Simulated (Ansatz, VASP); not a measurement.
One calculation of I, two programs

INCAR

```
ALGO = Normal ; EDIFF = 1E-6
ENCUT = 520 ; ISIF = 2
ISMEAR = -1 ; LASPH = True
LCHARG = False ; LREAL = False
LWAVE = False ; NBANDS = 22
NELM = 80 ; PREC = Accurate
SIGMA = 0.05
```

Contents of KPOINTS:

```
k-points
0
Gamma
  3 3 2
```

File POSCAR:

```
I
1.0
    3.5886574692     -2.1413150360      0.0000000000
    3.5886574692      2.1413150360      0.0000000000
    0.0000000000      0.0000000000      9.6272130010
I
4
Direct
    0.8254264989      0.1745735011      0.1231842597
    0.6745735011      0.3254264989      0.6231842597
    0.1745735011      0.8254264989      0.8768157403
    0.3254264989      0.6745735011      0.3768157403
```

Input for Ansatz:

```yaml
crystal:
  lattice:
    - [3.5886574692, -2.141315036, 0.0]
    - [3.5886574692, 2.141315036, 0.0]
    - [0.0, 0.0, 9.627213001]
  atoms:
    - { symbol: I, position: [0.8254264989, 0.1745735011, 0.1231842597] }
    - { symbol: I, position: [0.6745735011, 0.3254264989, 0.6231842597] }
    - { symbol: I, position: [0.1745735011, 0.8254264989, 0.8768157403] }
    - { symbol: I, position: [0.3254264989, 0.6745735011, 0.3768157403] }
hamiltonian:
  xc: lda
  pseudopotentials:
    kind: paw
    azcp:
      I: "pseudopotentials/I.paw.azcp"
basis:
  ecutwfc: 420
  fft_grid_basis: typed
kpoints:
  mp_grid: { grid: [3, 3, 2], shift: [0, 0, 0] }
magnetization:
  spin_polarized: false
scf:
  occupations: { method: fermi_dirac, width: 0.05 }
  lower_state_search: "off"
output:
  stress: true
```

Alike in both runs: task single point; functional LDA; k mesh 3 × 3 × 2; occupations fermi-dirac, width 0.05 eV; no spin polarisation.

|  | VASP | Ansatz |
| --- | --- | --- |
| version | VASP 6.6.1 | Ansatz 0.2.0 |
| potentials or method | VASP PAW LDA potentials, release 64 (I), cutoff 520 eV | plane waves (420 eV) with PAW, scalar-relativistic |
| valence electrons in the cell | 28 | 68 |

```tsv
	VASP	Ansatz	Ansatz less VASP
pressure (GPa)	-0.2	-0.1	0.00
traceless stress, the component that is largest in VASP (GPa)	0.67	0.68	+0.010
```

Ansatz warns that its potentials were made for another functional, while VASP's fit it. LDA's correlation is that of Perdew and Zunger in VASP and of Perdew and Wang (1992) in Ansatz. VASP's potentials hold 28 valence electrons a cell and Ansatz's 68, so a difference there can come from the potentials and not from the codes.

The k mesh is coarse, so the values compare programs but aren't converged. Spin-orbit coupling is off throughout.
